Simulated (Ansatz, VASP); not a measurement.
**Rh: VASP beside Ansatz**

```
Rh
1.0
     2.53567    0.00000    0.00000
     0.00000    2.53567    0.00000
     0.00000    0.00000    2.53562
Rh
1
Direct
  0.00000 0.00000 0.00000
```

Alike in both runs: functional PBE; k mesh 22 × 22 × 22; occupations gaussian, width 0.1 eV; no spin polarisation.

Ansatz relaxed the structure, and its values are those at the end. VASP's run is a single point on that final structure, the one shown.

|  | VASP | Ansatz |
| --- | --- | --- |
| version | VASP 6.6.1 | Ansatz 0.2.0 |
| potentials or method | VASP PAW PBE potentials, release 64 (Rh_pv), cutoff 520 eV | scalar-relativistic, plane waves, PAW |
| valence electrons in the cell | 15 | 17 |

|  | VASP | Ansatz | Ansatz less VASP |
| --- | --- | --- | --- |
| gap on the k mesh at the Fermi level (eV) | none | none | - |
| pressure (GPa) | 0.0 | 0.0 | +0.03 |

A gap of «none» marks a metal or a gap that the smearing closes. VASP's potentials hold 15 valence electrons a cell and Ansatz's 17, so a difference there can come from the potentials and not from the codes.
